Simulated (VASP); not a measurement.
A run of VASP 6.6.1 is set up as follows.

The input INCAR:

```
  PREC = Accurate
  ENCUT = 520
  EDIFF = 1E-8
  ISMEAR = -1
  SIGMA = 0.02
  LREAL = F
  LASPH = T
  NELM = 80
  ALGO = Normal
  ISIF = 2
  LWAVE = F
  LCHARG = F
  GGA = PS
  LEFG = T
  NBANDS = 14
```

KPOINTS

```
regular mesh
0
Gamma
  8 8 8
```

POSCAR

```
NaCl
1.0
    2.8600000000      0.0000000000      0.0000000000
    0.0000000000      2.8600000000      0.0000000000
    0.0000000000      0.0000000000      2.8886000000
Na Cl
1 1
Direct
    0.0000000000      0.0000000000      0.0000000000
    0.5000000000      0.5000000000      0.5000000000
```

Potentials or basis: VASP PAW PBE potentials, release 64 (Na_pv, Cl).

The run is started by

```console
$ cat potpaw_PBE.64/Na_pv/POTCAR potpaw_PBE.64/Cl/POTCAR > POTCAR
$ mpirun -np 1 vasp_std > vasp.out
```

Problem. Estimate the pressure.

Solution. 57.7 GPa.

Problem. Predict the band gap on the k mesh.

Solution. 4.20 eV.

Electric field gradients, principal values (V/Å²):
| atom | least | middle | greatest (by size) |
| --- | --- | --- | --- |
| 1 Na | 0.317 | 0.317 | -0.634 |
| 2 Cl | -2.762 | -2.762 | 5.523 |

Caveat: the cell differs from its parent crystal (zz strain of +1 %); the cell stands under pressure; without QUAD_EFG the Cq values of the log hold for a quadrupole moment of 1 mb, not for the nuclei; the PAW data sets were made with another functional, which shifts forces and pressure a little. A k mesh can miss the band edges.
